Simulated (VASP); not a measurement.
A run of VASP 6.6.1:

The input POSCAR:

```
Mg3SiO
1.0
    4.1413727241      0.0000000000      0.0000000000
    0.0000000000      4.1413727241      0.0000000000
    0.0000000000      0.0000000000      4.1413727241
Si O Mg
1 1 3
Direct
    0.0000000000      0.0000000000      0.0000000000
    0.5000000000      0.5000000000      0.5000000000
    0.5000000000      0.5000000000      0.0000000000
    0.5000000000      0.0000000000      0.5000000000
    0.0000000000      0.5000000000      0.5000000000
```

The input INCAR.step1:

```
PREC = Accurate
ENCUT = 520
ISMEAR = -1
SIGMA = 0.02
LREAL = F
LASPH = T
NELM = 60
NBANDS = 16
GGA = PE
ALGO = Normal
EDIFF = 1E-4
LWAVE = T
LCHARG = F
```

INCAR.step2

```
PREC = Accurate
ENCUT = 520
EDIFF = 1E-6
ISMEAR = -1
SIGMA = 0.02
LREAL = F
LASPH = T
NELM = 60
ALGO = Normal
ISIF = 2
LWAVE = F
LCHARG = F
METAGGA = R2SCAN
LMIXTAU = T
NBANDS = 16
ISTART = 1
```

Contents of KPOINTS:

```
Automatic mesh
0
Gamma
  6 6 6
```

Potentials or basis: VASP PAW PBE potentials, release 64 (Si, O, Mg).

The run is started by

```bash
$ cat potpaw_PBE.64/Si/POTCAR potpaw_PBE.64/O/POTCAR potpaw_PBE.64/Mg/POTCAR > POTCAR
$ cp INCAR.step1 INCAR
$ mpirun -np 1 vasp_std > vasp.out
$ cp INCAR.step2 INCAR
$ mpirun -np 1 vasp_std > vasp.out
```

Hardware: 1 thread of Intel(R) Xeon(R) Platinum 8488C (Sapphire Rapids), with other jobs on the host.

Q: How long does it take, and how much memory?

A: It took 47 s on 1 thread of Intel(R) Xeon(R) Platinum 8488C (Sapphire Rapids) (shared host), peak memory 0.19 GiB. Counts: k points 20.
